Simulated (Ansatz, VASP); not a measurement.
# KAgCl2: VASP beside Ansatz

```
K Ag Cl
1.0
     2.09824    1.21142    6.67169
    -2.09824    1.21142    6.67169
     0.00000   -2.42284    6.67169
K Ag Cl
1 1 2
Cartesian
  2.0982 1.2114 6.6717
  0.0000 0.0000 10.0075
  0.0000 0.0000 4.7705
  0.0000 0.0000 15.2446
```

Alike in both runs: task single point; functional PBE; k mesh 4 × 4 × 4; non-collinear spin, spin-orbit coupling.

|  | VASP | Ansatz |
| --- | --- | --- |
| version | VASP 6.6.1 | Ansatz 0.2.0 |
| potentials or method | VASP PAW PBE potentials, release 64 (K_sv, Ag, Cl) | plane waves, PAW |
| plane-wave cutoff (eV) | 520 | 420 |
| occupations | gaussian, width 0.01 eV | fixed |
| valence electrons in the cell | 34 | 42 |

```tsv
	VASP	Ansatz	Ansatz less VASP
net moment per atom (μB)	0.00	0.00	0.000
```

VASP's potentials hold 34 valence electrons a cell and Ansatz's 42, so a difference there can come from the potentials and not from the codes. Ansatz's warnings: optics gap not shown off mesh.

The k mesh is coarse, so the values compare programs but aren't converged.
